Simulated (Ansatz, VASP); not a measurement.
**One calculation of CaGe4N, two programs**

The input INCAR:

```
SYSTEM = CaGe4N
PREC = Accurate
ENCUT = 600
EDIFF = 1E-7
ISMEAR = 0
SIGMA = 0.1
LREAL = .FALSE.
LASPH = .TRUE.
NELM = 60
ALGO = Normal
ISIF = 3
LWAVE = .FALSE.
LCHARG = .FALSE.
GGA = PE
IBRION = 2
NSW = 90
EDIFFG = -0.04
```

Contents of KPOINTS:

```
Automatic mesh
0
G
  6 6 4
  0 0 0
```

POSCAR

```
CaGe4N
1.0
    5.5817495900      0.0000000000      0.0000000000
   -2.7908747900      4.8339369400      0.0000000000
    0.0000000000      0.0000000000      4.3958539300
Ca Ge N
1 4 1
Direct
    0.0000000000      0.0000000000      0.0000000000
    0.6666666700      0.3333333300      0.0000000000
    0.9994779800      0.4997389900      0.5000000000
    0.5002610100      0.4997389900      0.5000000000
    0.5002610100      0.0005220200      0.5000000000
    0.3333333300      0.6666666700      0.0000000000
```

Input for Ansatz:

```yaml
crystal:
  lattice:
    - [5.58174959, 0.0, 0.0]
    - [-2.79087479, 4.83393694, 0.0]
    - [0.0, 0.0, 4.39585393]
  atoms:
    - { symbol: Ca, position: [0.0, 0.0, 0.0] }
    - { symbol: Ge, position: [0.66666667, 0.33333333, 0.0] }
    - { symbol: Ge, position: [0.99947798, 0.49973899, 0.5] }
    - { symbol: Ge, position: [0.50026101, 0.49973899, 0.5] }
    - { symbol: Ge, position: [0.50026101, 0.00052202, 0.5] }
    - { symbol: "N", position: [0.33333333, 0.66666667, 0.0] }
basis:
  ecutwfc: 420
kpoints:
  mp_grid: { grid: [6, 6, 4] }
hamiltonian:
  xc: pbe
scf:
  occupations: { method: gaussian, width: 0.1 }
  lower_state_search: "off"
output:
  forces: true
  stress: true
  eigenvalues: true
relax:
  adjacent_minimum: "off"
  f_tol: 0.04
  max_steps: 70
  cell: { stress_tol: 0.4 }
```

Change from the starting cell: species swapped into the PrFeNi4 type (P-6m2, No. 187).

Alike in both runs: task relaxation of cell and atoms; functional PBE; k mesh 6 × 6 × 4; occupations gaussian, width 0.1 eV; no spin polarisation.

|  | VASP | Ansatz |
| --- | --- | --- |
| version | VASP 6.6.1 | Ansatz 0.2.0 |
| potentials or method | VASP PAW PBE potentials, release 64 (Ca_sv, Ge_d, N), cutoff 600 eV | scalar-relativistic, plane waves, PAW |
| valence electrons in the cell | 71 | 71 |

```csv
,VASP,Ansatz,Ansatz less VASP
"gap on the k mesh at the Fermi level, each at its own relaxed structure (eV)",none,none,-
relaxed volume (Å³/atom),19.15,19.09,-0.055
relaxed length of the cell vector where the two differ most in proportion (Å),5.825,5.817,-0.0080
```

A gap of «none» marks a metal or a gap that the smearing closes.
